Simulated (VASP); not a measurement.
Write the native input for VASP 6.6.1 that does the following.

* Task: relaxation of cell and atoms
* Functional: LDA
* Potentials or basis: VASP PAW LDA potentials, release 64 (Mg)
* Cutoff: 600 eV
* k mesh: 9 × 9 × 5
* Occupations: fermi-dirac, width 0.05 eV
* Spin: no spin polarisation
* Dipole correction: no
* Further INCAR settings: ALGO = Normal; EDIFF = 1e-06; IBRION = 2; EDIFFG = -0.01; NSW = 80; ISIF = 3

The structure of Mg lies in POSCAR:

```
Mg
1.0
    3.2093000000      0.0000000000      0.0000000000
   -1.6046500000      2.7793353300      0.0000000000
    0.0000000000      0.0000000000      5.2103000000
Mg
2
Direct
    0.3333333300      0.6666666700      0.2500000000
    0.6666666700      0.3333333300      0.7500000000
```

The input as run:

INCAR

```
SYSTEM = Mg
ALGO = Normal
EDIFF = 1E-6
EDIFFG = -0.01
ENCUT = 600
IBRION = 2
ISIF = 3
ISMEAR = -1
LASPH = .TRUE.
LCHARG = .FALSE.
LREAL = .FALSE.
LWAVE = .FALSE.
NELM = 100
NSW = 80
PREC = Accurate
SIGMA = 0.05
```

KPOINTS

```
k-points
0
G
  9 9 5
  0 0 0
```

Potentials or basis: VASP PAW LDA potentials, release 64 (Mg).

The run is started by

```sh
$ cat potpaw_LDA.64/Mg/POTCAR > POTCAR
$ mpirun -np 1 vasp_std > vasp.out
```

It gave:

The relaxed volume is 21.39 Å³/atom, the relaxed cell is a = 3.119 Å, b = 3.119 Å, c = 5.078 Å, α = 90.00°, β = 90.00°, γ = 120.00° and the space group after relaxing (to 0.1 Å) is P6_3/mmc (No. 194). The energy gained by relaxing is 17.2 meV/atom and the ionic steps are 6. The pressure after relaxing is 0.0 GPa and the band gap on the k mesh is zero (bands 2 and 3 overlap by 2.29 eV).

Wall time 20 s on 1 thread of Intel(R) Xeon(R) Platinum 8259CL CPU @ 2.50GHz (Skylake/Cascade Lake) (shared host), peak memory 0.16 GiB.
